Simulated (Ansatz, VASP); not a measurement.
# Ru: VASP beside Ansatz

```
Ru
1.0
     2.70540    0.00000    0.00000
    -1.35270    2.34295    0.00000
     0.00000    0.00000    4.26180
Ru
2
Direct
  0.66667 0.33333 0.75000
  0.33333 0.66667 0.25000
```

Alike in both runs: functional r2SCAN; k mesh 12 × 12 × 4; occupations gaussian, width 0.1 eV; no spin polarisation.

Ansatz relaxed the structure, and its values are those at the end. VASP's run is a single point on that final structure, the one shown.

```csv
,VASP,Ansatz
version,VASP 6.6.1,Ansatz 0.2.0
potentials or method,"VASP PAW PBE potentials, release 64 (Ru_pv), cutoff 520 eV","scalar-relativistic, plane waves, PAW"
valence electrons in the cell,28,32
```

|  | VASP | Ansatz | Ansatz less VASP |
| --- | --- | --- | --- |
| gap on the k mesh at the Fermi level (eV) | none | none | - |
| pressure (GPa) | 1.4 | -0.2 | -1.53 |

VASP's potentials were made for PBE, not for r2SCAN. A gap of «none» marks a metal or a gap that the smearing closes. The functional is the same, so the differences come from potentials, cutoffs and numerics. VASP's potentials hold 28 valence electrons a cell and Ansatz's 32, so a difference there can come from the potentials and not from the codes.

The k mesh is coarse, so the values compare programs but aren't converged.
